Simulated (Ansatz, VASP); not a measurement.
Two plane-wave programs on InP

Contents of POSCAR:

```
InP
1.0
    0.0000000000      2.9305000000      2.9305000000
    2.9305000000      0.0000000000      2.9305000000
    2.9305000000      2.9305000000      0.0000000000
In P
1 1
Direct
    0.0000000000      0.0000000000      0.0000000000
    0.7500000000      0.7500000000      0.7500000000
```

INCAR.step1

```
SYSTEM = InP
ALGO     = Normal         ! electronic algorithm
EDIFF    = 1E-4           ! SCF threshold, eV
ENCUT    = 520            ! plane-wave cutoff, eV
GGA      = PE             ! functional
ISMEAR   = -1             ! smearing method
LASPH    = .True.         ! aspherical terms in the spheres
LCHARG   = .False.        ! write CHGCAR
LREAL    = .False.        ! projectors in reciprocal space
LWAVE    = .True.         ! write WAVECAR
NBANDS   = 16             ! bands
NELM     = 60             ! most SCF steps
PREC     = Accurate       ! precision mode
SIGMA    = 0.05           ! smearing width, eV
```

INCAR.step2

```
SYSTEM = InP
ALGO     = Normal         ! electronic algorithm
EDIFF    = 1E-7           ! SCF threshold, eV
ENCUT    = 520            ! plane-wave cutoff, eV
ISIF     = 2              ! what is computed and relaxed
ISMEAR   = -1             ! smearing method
ISTART   = 1            
LASPH    = .True.         ! aspherical terms in the spheres
LCHARG   = .False.        ! write CHGCAR
LMIXTAU  = .True.       
LREAL    = .False.        ! projectors in reciprocal space
LWAVE    = .False.        ! write WAVECAR
METAGGA  = R2SCAN         ! meta-GGA
NBANDS   = 16             ! bands
NELM     = 60             ! most SCF steps
PREC     = Accurate       ! precision mode
SIGMA    = 0.05           ! smearing width, eV
```

KPOINTS

```
k-points
0
Gamma
  5 5 5
  0 0 0
```

File input.yaml:

```yaml
crystal:
  lattice:
    - [0.0, 2.9305, 2.9305]
    - [2.9305, 0.0, 2.9305]
    - [2.9305, 2.9305, 0.0]
  atoms:
    - { symbol: In, position: [0.0, 0.0, 0.0] }
    - { symbol: P, position: [0.75, 0.75, 0.75] }
hamiltonian:
  xc: r2scan
  pseudopotentials: { kind: paw }
kpoints:
  mp_grid: { grid: [5, 5, 5] }
  band_path:
    path:
      - [[0.0, 0.0, 0.0], [0.5, 0.0, 0.5], [0.5, 0.25, 0.75], [0.375, 0.375, 0.75], [0.0, 0.0, 0.0], [0.5, 0.5, 0.5], [0.625, 0.25, 0.625], [0.5, 0.25, 0.75], [0.5, 0.5, 0.5], [0.375, 0.375, 0.75]]
      - [[0.625, 0.25, 0.625], [0.5, 0.0, 0.5]]
    npoints: 14
scf:
  occupations: { method: fermi_dirac, width: 0.05 }
  n_extra_bands: 6
output:
  forces: true
  stress: true
  eigenvalues: true
  fatbands: false
  write_density: true
  write_potential: true
  elf: true
  volumetric_format: npy
```

Alike in both runs: functional r2SCAN; k mesh 5 × 5 × 5; occupations fermi-dirac, width 0.05 eV; no spin polarisation.

```csv
,VASP,Ansatz
version,VASP 6.6.1,Ansatz 0.2.0
potentials or method,"VASP PAW PBE potentials, release 64 (In_d, P)",Ansatz PAW
plane-wave cutoff (eV),520,500
valence electrons in the cell,18,18
task,single point,band structure
```

|  | VASP | Ansatz | Ansatz less VASP |
| --- | --- | --- | --- |
| gap on the k mesh at the Fermi level (eV) | 1.17 | 1.16 | -0.004 |
| least direct gap on the mesh (eV) | 1.17 | 1.16 | -0.004 |
| pressure (GPa) | 1.6 | 1.7 | +0.12 |

VASP's potentials were made for PBE, not for r2SCAN.
